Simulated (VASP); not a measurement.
# Co (P6_3/mmc) in VASP: notebook

The runs below take Co through single point, with PBEsol+U.

All numbers are computed with VASP 6.6.1; they aren't measurements. Logs are shortened: lines on timing, memory, paths and dates and some standing lists are left out, and cuts for length are marked.

## Step 1: The cell of the first run

The structure is hexagonal, space group P6_3/mmc (No. 194). The conventional cell has a = 2.471 Å, b = 2.471 Å, c = 8.088 Å, α = 90.00°, β = 90.00°, γ = 120.00°. Within 3.3 Å of Co (site symmetry -6m2) lie 12 Co at 2.47 Å. Co (site symmetry -3m) has 12 Co at 2.47 Å within 3.3 Å.

## Step 2: Single point, PBEsol+U, collinear spin, ferromagnetic start

INCAR reads:

```
ALGO = Normal
EDIFF = 1E-6
ENCUT = 520
GGA = PS
ISIF = 2
ISMEAR = -1
ISPIN = 2
LASPH = T
LCHARG = F
LDAU = T
LDAUJ = 0
LDAUL = 2
LDAUPRINT = 1
LDAUTYPE = 2
LDAUU = 4
LMAXMIX = 4
LORBIT = 11
LREAL = F
LWAVE = F
MAGMOM = 2 2 2 2
NBANDS = 30
NELM = 150
PREC = Accurate
SIGMA = 0.05
```

KPOINTS reads:

```
k-points
0
Gamma
  12 12 4
```

POSCAR reads:

```
Co
1.0
    2.4705617809      0.0000000000      0.0000000000
   -1.2352808905      2.1395692639      0.0000000000
    0.0000000000      0.0000000000      8.0882338000
Co
4
Direct
    0.6666666667      0.3333333333      0.7500000000
    0.0000000000      0.0000000000      0.5000000000
    0.3333333333      0.6666666667      0.2500000000
    0.0000000000      0.0000000000      0.0000000000
```

Potentials or basis: VASP PAW PBE potentials, release 64 (Co).

Command:

```console
> cat potpaw_PBE.64/Co/POTCAR > POTCAR
> mpirun -np 1 vasp_std > vasp.out
```

OUTCAR:

```text
EDIFF = 1E-6
   ENCUT = 520
   GGA = PS
   ISIF = 2
   ISMEAR = -1
   ISPIN = 2
   LASPH = T
   LORBIT = 11
   LREAL = F
   NELM = 150
   PREC = Accurate

 ion  position               nearest neighbor table
   1  0.667  0.333  0.750-   2 2.47   4 2.47   2 2.47   4 2.47   2 2.47   4 2.47
   2  0.000  0.000  0.500-   1 2.47   3 2.47   1 2.47   3 2.47   1 2.47   3 2.47
   3  0.333  0.667  0.250-   2 2.47   4 2.47   2 2.47   4 2.47   2 2.47   4 2.47
   4  0.000  0.000  0.000-   1 2.47   3 2.47   1 2.47   3 2.47   1 2.47   3 2.47

  LATTYP: Found a hexagonal cell.
 ALAT       =     2.4705617809
 C/A-ratio  =     3.2738439745

  Lattice vectors:

 A1 = (   2.4705617809,   0.0000000000,   0.0000000000)
 A2 = (  -1.2352808905,   2.1395692639,   0.0000000000)
 A3 = (   0.0000000000,   0.0000000000,   8.0882338000)

Analysis of symmetry for initial positions (statically):
=====================================================================
 Subroutine PRICEL returns:
 Original cell was already a primitive cell.

 Routine SETGRP: Setting up the symmetry group for a
 hexagonal supercell.

 Subroutine GETGRP returns: Found 24 space group operations
 (whereof 12 operations were pure point group operations)
 out of a pool of 24 trial point group operations.

The static configuration has the point symmetry D_3d.
 The point group associated with its full space group is D_6h.

Analysis of symmetry for dynamics (positions and initial velocities):
=====================================================================
 Subroutine PRICEL returns:
 Original cell was already a primitive cell.

 Routine SETGRP: Setting up the symmetry group for a
 hexagonal supercell.

 Subroutine GETGRP returns: Found 24 space group operations
 (whereof 12 operations were pure point group operations)
 out of a pool of 24 trial point group operations.

The dynamic configuration has the point symmetry D_3d.
 The point group associated with its full space group is D_6h.

Analysis of structural, dynamic, and magnetic symmetry:
=====================================================================
 Subroutine PRICEL returns:
 Original cell was already a primitive cell.

 Routine SETGRP: Setting up the symmetry group for a
 hexagonal supercell.

 Subroutine GETGRP returns: Found 24 space group operations
 (whereof 12 operations were pure point group operations)
 out of a pool of 24 trial point group operations.

The overall configuration has the point symmetry D_3d.
 The point group associated with its full space group is D_6h.

 Subroutine INISYM returns: Found 24 space group operations
 (whereof 12 operations are pure point group operations),
 and found     1 'primitive' translations

----------------------------------------------------------------------------------------

                                     Primitive cell

  volume of cell :      42.7539

  direct lattice vectors                    reciprocal lattice vectors
     2.470561781  0.000000000  0.000000000     0.404766239  0.233691897  0.000000000
    -1.235280890  2.139569264  0.000000000     0.000000000  0.467383794  0.000000000
     0.000000000  0.000000000  8.088233800     0.000000000  0.000000000  0.123636386

  length of vectors
     2.470561781  2.470561781  8.088233800     0.467383794  0.467383794  0.123636386

  position of ions in fractional coordinates (direct lattice)
     0.666666667  0.333333333  0.750000000
     0.000000000  0.000000000  0.500000000
     0.333333333  0.666666667  0.250000000
     0.000000000  0.000000000  0.000000000

  ion indices of the primitive-cell ions
   primitive index   ion index
                 1           1
                 2           2
                 3           3
                 4           4

----------------------------------------------------------------------------------------

 KPOINTS: k-points

Automatic generation of k-mesh.
 Grid dimensions read from file:
 generate k-points for:   12   12    4

 Generating k-lattice:

  Cartesian coordinates                     Fractional coordinates (reciprocal lattice)
     0.033730520  0.019474325  0.000000000     0.083333333  0.000000000  0.000000000
     0.000000000  0.038948649  0.000000000     0.000000000  0.083333333  0.000000000
     0.000000000  0.000000000  0.030909097     0.000000000  0.000000000  0.250000000

  Length of vectors
     0.038948649  0.038948649  0.030909097

  Shift w.r.t. Gamma in fractional coordinates (k-lattice)
     0.000000000  0.000000000  0.000000000

 Subroutine IBZKPT returns following result:
 ===========================================

 Found     57 irreducible k-points:

 Following reciprocal coordinates:
            Coordinates               Weight
  0.000000  0.000000  0.000000      1.000000
  0.083333  0.000000  0.000000      6.000000
  0.166667 -0.000000  0.000000      6.000000
  0.250000  0.000000  0.000000      6.000000
  0.333333  0.000000  0.000000      6.000000
  0.416667  0.000000  0.000000      6.000000
[... 16 lines left out ...]
  0.250000  0.000000  0.250000     12.000000
  0.333333  0.000000  0.250000     12.000000
 [... further k-points ...]
   k-points           NKPTS =     57   k-points in BZ     NKDIM =     57   number of bands    NBANDS=     30
   number of dos      NEDOS =    301   number of ions     NIONS =      4
   total plane-waves  NPLWV =  19440
   dimension x,y,z NGX =    18 NGY =   18 NGZ =   60
   dimension x,y,z NGXF=    36 NGYF=   36 NGZF=  120
   ions per type =               4
   NGX,Y,Z   is equivalent  to a cutoff of  12.11, 12.11, 12.33 a.u.
   NGXF,Y,Z  is equivalent  to a cutoff of  24.22, 24.22, 24.66 a.u.
 SYSTEM =  unknown system
   PREC   = accura    normal or accurate (medium, high low for compatibility)
   ISTART =      0    job   : 0-new  1-cont  2-samecut
   ICHARG =      2    charge: 1-file 2-atom 10-const
   ISPIN  =      2    spin polarized calculation?
   LNONCOLLINEAR =      F non collinear calculations
   LSORBIT =      F    spin-orbit coupling
   LASPH  =      T    aspherical Exc in radial PAW
   ENCUT  =  520.0 eV  38.22 Ry    6.18 a.u.   4.59  4.59 15.04*2*pi/ulx,y,z
   NELM   =    150;   NELMIN=  2; NELMDL= -5     # of ELM steps
   EDIFF  = 0.1E-05   stopping-criterion for ELM
   LREAL  =      F    real-space projection
   EDIFFG = 0.1E-04   stopping-criterion for IOM
   NSW    =      0    number of steps for IOM
   IBRION =     -1    ionic relax: 0-MD 1-quasi-New 2-CG
   NFREE  =      0    steps in history (QN), initial steepest desc. (CG)
   ISIF   =      2    stress and relaxation
   ISYM   =      2    0-nonsym 1-usesym 2-fastsym
   POTIM  = 0.5000    time-step for ionic-motion
   TEBEG  =    0.0;   TEEND  =   0.0 temperature during run
   PSTRESS=    0.0 pullay stress
   NELECT =      36.0000    total number of electrons
   NUPDOWN=      -1.0000    fix difference up-down
   EMIN   =  10.00;   EMAX   =-10.00  energy-range for DOS
   EFERMI =   0.00;   METHOD = LEGACY
   ISMEAR =    -1;   SIGMA  =   0.05  broadening in eV -4-tet -1-fermi 0-gaus
   EFERMI_NEDOS =   21; number of points for ismear=-14 and -15
   IALGO  =     38    algorithm
   IMIX   =      4    mixing-type and parameters
     AMIX     =   0.40;   BMIX     =  1.00
     AMIX_MAG =   1.60;   BMIX_MAG =  1.00
  volume/ion in A,a.u.               =      10.69        72.13
  Fermi-wavevector in a.u.,A,eV,Ry     =   1.545908  2.921343 32.515647  2.389833
  Thomas-Fermi vector in A             =   2.651220
   LORBIT       =     11    0 simple, 1 ext, 2 COOP (PROOUT), +10 PAW based schemes
 LDA+U is selected, type is set to LDAUTYPE =  2
   angular momentum for each species LDAUL =     2
   U (eV)           for each species LDAUU =   4.0
   J (eV)           for each species LDAUJ =   0.0
   GGA     = PS    functional components
   LHFCALC =     F    Hartree Fock is set to
   AEXX    =    0.0000 exact exchange contribution
   IVDW    =     0    specifies the selected vdW correction
   LEPSILON=     F    determine dielectric tensor
   LRPA    =     F    only Hartree local field effects (RPA)
 spin polarized calculation
  energy-cutoff  :      520.00
  volume of cell :       42.75
 maximum number of plane-waves:      1170
   NGX =  9   NGY =  9   NGZ = 31

atom =   1  type =  1  l = 2

 onsite density matrix

spin component  1

  0.9339 -0.0000  0.0000 -0.0000 -0.0000
 -0.0000  0.9418  0.0000 -0.0000  0.0000
  0.0000  0.0000  0.9280 -0.0000  0.0000
 -0.0000 -0.0000 -0.0000  0.9418 -0.0000
 -0.0000  0.0000  0.0000 -0.0000  0.9339

spin component  2

  0.5947  0.0000  0.0000  0.0000 -0.0000
  0.0000  0.3095 -0.0000 -0.0000 -0.0000
  0.0000 -0.0000  0.8613  0.0000  0.0000
  0.0000 -0.0000  0.0000  0.3095  0.0000
 -0.0000 -0.0000  0.0000  0.0000  0.5947
[... 100 lines left out ...]
 occupancies and eigenvectors

  o =  0.1796  v =  0.0000  0.0000  0.0000  0.0000  0.0000  0.5234  0.4278 -0.0000  0.6519  0.3435      0.0000  0.0000  0.0000  0.0000  0.0000  0.0000  0.0000  0.0000  0.0000  0.0000
  o =  0.1796  v =  0.0000  0.0000  0.0000  0.0000  0.0000 -0.3435  0.6519  0.0000 -0.4278  0.5234      0.0000  0.0000  0.0000  0.0000  0.0000  0.0000  0.0000  0.0000  0.0000  0.0000
  o =  0.7210  v =  0.0000  0.0000  0.0000  0.0000  0.0000 -0.0000  0.0000  1.0000  0.0000 -0.0000      0.0000  0.0000  0.0000  0.0000  0.0000  0.0000  0.0000  0.0000  0.0000  0.0000
  o =  0.8539  v =  0.0000  0.0000  0.0000  0.0000  0.0000 -0.6519  0.3435 -0.0000  0.5234 -0.4279      0.0000  0.0000  0.0000  0.0000  0.0000  0.0000  0.0000  0.0000  0.0000  0.0000
  o =  0.8539  v =  0.0000  0.0000  0.0000  0.0000  0.0000  0.4279  0.5234  0.0000 -0.3435 -0.6519      0.0000  0.0000  0.0000  0.0000  0.0000  0.0000  0.0000  0.0000  0.0000  0.0000
  o =  0.9164  v = -0.7158  0.2835  0.0000  0.4318 -0.4699  0.0000  0.0000  0.0000  0.0000  0.0000      0.0000  0.0000  0.0000  0.0000  0.0000  0.0000  0.0000  0.0000  0.0000  0.0000
  o =  0.9164  v =  0.4699  0.4318 -0.0000 -0.2835 -0.7158  0.0000  0.0000  0.0000  0.0000  0.0000      0.0000  0.0000  0.0000  0.0000  0.0000  0.0000  0.0000  0.0000  0.0000  0.0000
  o =  0.9184  v =  0.0000 -0.0000  1.0000 -0.0000  0.0000  0.0000  0.0000  0.0000  0.0000  0.0000      0.0000  0.0000  0.0000  0.0000  0.0000  0.0000  0.0000  0.0000  0.0000  0.0000
  o =  0.9396  v = -0.4318 -0.4699 -0.0000 -0.7158 -0.2835  0.0000  0.0000  0.0000  0.0000  0.0000      0.0000  0.0000  0.0000  0.0000  0.0000  0.0000  0.0000  0.0000  0.0000  0.0000
  o =  0.9396  v =  0.2835 -0.7158  0.0000  0.4699 -0.4318  0.0000  0.0000  0.0000  0.0000  0.0000      0.0000  0.0000  0.0000  0.0000  0.0000  0.0000  0.0000  0.0000  0.0000  0.0000

 number of electron      35.9999989 magnetization       7.1959675

 Free energy of the ion-electron system (eV)
  ---------------------------------------------------
  ext. energy  EPLUGINS =         0.00000000
  ---------------------------------------------------
  free energy    TOTEN  =       -18.80686957 eV

  energy without entropy =      -18.79459443  energy(sigma->0) =      -18.80073200

 E-fermi :  10.4863     XC(G=0): -13.6101

 val. band max:       10.4833409800   @ k =   0.3333   0.0833   0.0000
 cond. band min:      10.4867635915   @ k =   0.4167   0.0000   0.2500
 fundamental gap:      0.0034226115
 Fermi energy:        10.4863035978

 spin component 1

 k-point     1 :       0.0000    0.0000    0.0000
  band No.  band energies     occupation
      1       1.2360      1.00000
      2       3.3209      1.00000
      3       3.3295      1.00000
      4       4.0966      1.00000
      5       5.9412      1.00000
      6       5.9412      1.00000
[... 1577 lines left out ...]
     29      25.6034      0.00000
     30      26.6930      0.00000

 [... further k-points ...]
[... 5 lines left out ...]
  --------------------------------------------------------------------------------------
  -------------------------------------------------------------------------------------
  Total       -0.0576181     -0.0576181      2.5163688      0.0000000      0.0000000      0.0000000
  in kB       -2.1592056     -2.1592056     94.2994382      0.0000000      0.0000000      0.0000000
  external PRESSURE =      29.9936757 kB  Pullay stress =       0.0000000 kB

 VOLUME and BASIS-vectors are now :
 -----------------------------------------------------------------------------
  energy-cutoff  :      520.00
  volume of cell :       42.75
      direct lattice vectors                 reciprocal lattice vectors
     2.470561781  0.000000000  0.000000000     0.404766239  0.233691897  0.000000000
    -1.235280890  2.139569264  0.000000000     0.000000000  0.467383794  0.000000000
     0.000000000  0.000000000  8.088233800     0.000000000  0.000000000  0.123636386

 POSITION                                       TOTAL-FORCE (eV/Angst)
 -----------------------------------------------------------------------------------
      1.23528      0.71319      6.06618        -0.000000     -0.000000     -0.000000
      0.00000      0.00000      4.04412        -0.000000      0.000000     -0.000000
     -0.00000      1.42638      2.02206         0.000000      0.000000      0.000000
      0.00000      0.00000      0.00000        -0.000000      0.000000     -0.000000
 -----------------------------------------------------------------------------------
    total drift:                                0.000000     -0.000000      0.000000

  FREE ENERGIE OF THE ION-ELECTRON SYSTEM (eV)
  ---------------------------------------------------
  free  energy   TOTEN  =       -18.8068695652 eV

  energy  without entropy=      -18.7945944253  energy(sigma->0) =      -18.80073200

 total charge

# of ion       s       p       d       tot
------------------------------------------
    1        0.492   0.531   7.319   8.342
    2        0.492   0.510   7.387   8.390
    3        0.492   0.531   7.319   8.342
    4        0.492   0.510   7.387   8.390
--------------------------------------------------
tot          1.968   2.083  29.413  33.464

 magnetization (x)

# of ion       s       p       d       tot
------------------------------------------
    1       -0.014  -0.078   2.012   1.920
    2       -0.014  -0.059   1.843   1.771
    3       -0.014  -0.078   2.012   1.920
    4       -0.014  -0.059   1.843   1.771
--------------------------------------------------
tot         -0.055  -0.274   7.710   7.381
```

It took 5.4 min on 1 thread of Intel Xeon 8259CL, shared host; peak memory 0.23 GiB.

Results:

| Property | Result |
| --- | --- |
| Free energy | -18.8069 eV |
| Pressure | 3.0 GPa |
| Net moment | 7.20 μB per cell |
| Site moments | Co +1.92, +1.77 (each value once) μB |
| Valence electrons inside the program's atomic spheres | Co 8.34, 8.39 (each value once) |

Eigenvalues of the final occupation matrices:
| site | spin | trace | eigenvalues |
| --- | --- | --- | --- |
| site 1 d | 1 | 4.68 | 0.93 0.93 0.93 0.94 0.94 |
| site 1 d | 2 | 2.67 | 0.31 0.31 0.59 0.59 0.86 |
| site 2 d | 1 | 4.63 | 0.92 0.92 0.92 0.94 0.94 |
| site 2 d | 2 | 2.79 | 0.18 0.18 0.72 0.85 0.85 |
| site 3 d | 1 | 4.68 | 0.93 0.93 0.93 0.94 0.94 |
| site 3 d | 2 | 2.67 | 0.31 0.31 0.59 0.59 0.86 |
| site 4 d | 1 | 4.63 | 0.92 0.92 0.92 0.94 0.94 |
| site 4 d | 2 | 2.79 | 0.18 0.18 0.72 0.85 0.85 |

Caveat: the stress differs along the axes, from -0 to 9 GPa; the PAW data sets were made with another functional, which shifts forces and pressure a little; the U is typed as a test and isn't derived for this compound. The state reached can hang on the start; a lower one may exist.

## Step 3: Single point, PBEsol+U, collinear spin, ferromagnetic start

POSCAR is that of step 2.

INCAR.step1 reads:

```
SYSTEM = Co
PREC = Accurate
ENCUT = 520
EDIFF = 1E-6
ISMEAR = -1
SIGMA = 0.05
LREAL = .FALSE.
LASPH = .TRUE.
NELM = 150
ALGO = Fast
ISIF = 2
LWAVE = .FALSE.
LCHARG = .TRUE.
ISPIN = 2
MAGMOM = 2 2 2 2
LMAXMIX = 4
LDAU = .TRUE.
LDAUTYPE = 2
LDAUL = 2
LDAUU = 2
LDAUJ = 0
LDAUPRINT = 1
GGA = PS
NBANDS = 30
```

KPOINTS.step1 reads:

```
regular mesh
0
G
  12 12 4
  0 0 0
```

INCAR.step2 reads:

```
SYSTEM = Co
PREC = Accurate
ENCUT = 520
EDIFF = 1E-6
ISMEAR = -5
SIGMA = 0.05
LREAL = .FALSE.
LASPH = .TRUE.
NELM = 150
ALGO = Fast
ISIF = 2
LWAVE = .FALSE.
LCHARG = .FALSE.
ISPIN = 2
MAGMOM = 2 2 2 2
LORBIT = 10
LMAXMIX = 4
LDAU = .TRUE.
LDAUTYPE = 2
LDAUL = 2
LDAUU = 2
LDAUJ = 0
LDAUPRINT = 1
GGA = PS
NBANDS = 30
NEDOS = 2001
ICHARG = 11
```

KPOINTS.step2 reads:

```
regular mesh
0
G
  18 18 6
  0 0 0
```

Potentials or basis: VASP PAW PBE potentials, release 64 (Co).

Command:

```console
> cat potpaw_PBE.64/Co/POTCAR > POTCAR
> cp INCAR.step1 INCAR
> cp KPOINTS.step1 KPOINTS
> mpirun -np 1 vasp_std > vasp.out
> cp INCAR.step2 INCAR
> cp KPOINTS.step2 KPOINTS
> mpirun -np 1 vasp_std > vasp.out
```

It took 12 min on 1 thread of Intel Xeon 8259CL, shared host; peak memory 0.35 GiB.

Results (log left out):

- Net moment: 7.03 μB per cell
- Site moments: Co +1.81, +1.77 (each value once) μB
- Valence electrons inside the program's atomic spheres: Co 8.32, 8.33 (each value once)

Levels at points of the mesh, in eV from the Fermi level:
Spin up:
```tsv
k point	band 19	band 20	band 21	band 22	band 23	band 24	band 25	band 26
(0.00, 0.00, 0.00)	-2.42	-2.02	-2.02	-1.63	-1.63	-0.40	5.82	14.37
(0.50, 0.00, 0.00)	-1.30	-1.30	0.10	1.23	2.11	2.82	6.64	6.66
(0.00, 0.00, 0.50)	-2.30	-2.30	-1.80	-1.80	-1.80	-1.80	8.86	8.86
(0.50, 0.00, 0.50)	-1.34	-1.34	0.89	0.89	2.53	2.53	7.04	7.04
```
Spin down:
```
           k point  band 10  band 11  band 12  band 13  band 14  band 15  band 16  band 17  band 18  band 19
(0.00, 0.00, 0.00)    -1.11    -1.11    -0.95    -0.95    -0.90    -0.90    -0.41     0.39     0.39     0.62
(0.50, 0.00, 0.00)    -1.06    -0.87    -0.10     0.13     0.43     1.18     1.23     1.24     1.26     1.34
(0.00, 0.00, 0.50)    -1.10    -1.10    -1.10    -1.02    -1.02    -1.02    -1.02     0.52     0.52     0.52
(0.50, 0.00, 0.50)    -0.89    -0.77    -0.77    -0.31    -0.31     0.90     0.90     1.27     1.27     1.47
```

Eigenvalues of the final occupation matrices:
```
    site  spin  trace               eigenvalues
site 1 d     1   4.60  0.92 0.92 0.92 0.93 0.93
site 1 d     2   2.72  0.47 0.47 0.58 0.58 0.63
site 2 d     1   4.59  0.91 0.91 0.91 0.93 0.93
site 2 d     2   2.74  0.41 0.41 0.59 0.67 0.67
site 3 d     1   4.60  0.92 0.92 0.92 0.93 0.93
site 3 d     2   2.72  0.47 0.47 0.58 0.58 0.63
site 4 d     1   4.59  0.91 0.91 0.91 0.93 0.93
site 4 d     2   2.74  0.41 0.41 0.59 0.67 0.67
```

Caveat: the PAW data sets were made with another functional, which shifts forces and pressure a little; the U is typed as a test and isn't derived for this compound.
